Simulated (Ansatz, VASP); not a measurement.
# Sr in VASP and in Ansatz

```
Sr
1.0
    -2.38863    2.38863    2.35225
     2.38863   -2.38863    2.35225
     2.38863    2.38863   -2.35225
Sr
1
Direct
  0.00000 0.00000 0.00000
```

Change from the starting cell: strain -0.015 along x and y, -0.030 along z, atoms carried along.

Alike in both runs: task single point; functional r2SCAN; k mesh 14 × 14 × 14; occupations gaussian, width 0.15 eV; no spin polarisation.

|  | VASP | Ansatz |
| --- | --- | --- |
| version | VASP 6.6.1 | Ansatz 0.2.0 |
| potentials or method | VASP PAW PBE potentials, release 64 (Sr_sv), cutoff 520 eV | scalar-relativistic, plane waves, PAW |
| valence electrons in the cell | 10 | 10 |

|  | VASP | Ansatz | Ansatz less VASP |
| --- | --- | --- | --- |
| gap on the k mesh at the Fermi level (eV) | none | none | - |
| pressure (GPa) | 0.5 | 0.5 | -0.01 |

VASP's potentials were made for PBE, not for r2SCAN. A gap of «none» marks a metal or a gap that the smearing closes. With one functional, cell and mesh, what is left measures potentials, basis and numerics.
